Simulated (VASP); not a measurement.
Set up this calculation in VASP 6.6.1, as the native input.

- Task: single point
- Functional: RPBE
- Dispersion: D3(BJ)
- Potentials or basis: VASP PAW PBE potentials, release 64 (Sn_d, O)
- Cutoff: 520 eV
- k mesh: 7 × 7 × 6
- Occupations: fermi-dirac, width 0.05 eV
- Spin: no spin polarisation
- Dipole correction: no
- Further INCAR settings: ALGO = Normal; EDIFF = 1e-07; NBANDS = 28

The structure of SnO lies in POSCAR:

```
SnO
1.0
    3.6659433604      0.0000000000      0.0000000000
    0.0000000000      3.6659433604      0.0000000000
    0.0000000000      0.0000000000      4.1869614853
Sn O
2 2
Direct
    0.5000000000      0.0000000000      0.7188702973
    0.0000000000      0.5000000000      0.2811297027
    0.0000000000      0.0000000000      0.0000000000
    0.5000000000      0.5000000000      0.0000000000
```

These files were run (other wordings do the same):

INCAR

```
SYSTEM = SnO
PREC = Accurate ; ENCUT = 520
EDIFF = 1E-7 ; ISMEAR = -1
SIGMA = 0.05 ; LREAL = .False.
LASPH = .True. ; NELM = 60
ALGO = Normal ; ISIF = 2
LWAVE = .False. ; LCHARG = .False.
GGA = RP ; IVDW = 12
NBANDS = 28
```

KPOINTS

```
Automatic mesh
0
Gamma
  7 7 6
  0 0 0
```

Potentials or basis: VASP PAW PBE potentials, release 64 (Sn_d, O).

The run is started by

```console
$ cat potpaw_PBE.64/Sn_d/POTCAR potpaw_PBE.64/O/POTCAR > POTCAR
$ mpirun -np 1 vasp_std > vasp.out
```

Results of the run:

```json
{
  "Pressure": "0.4 GPa",
  "Largest force": "0.099 eV/Å",
  "Band gap on the k mesh": "zero (bands 20 and 21 overlap by 1.22 eV)",
  "Dispersion energy per atom": "-1.391 eV"
}
```

Caveat: the dispersion term is far too large for a dense solid, which distorts pressure and volume; the PAW data sets were made with another functional, which shifts forces and pressure a little; spin-orbit coupling is left out, which moves the levels of the heavy elements.

Wall time 2.1 min on 1 thread of Intel Xeon 8259CL, on a shared host, peak memory 0.2 GiB.
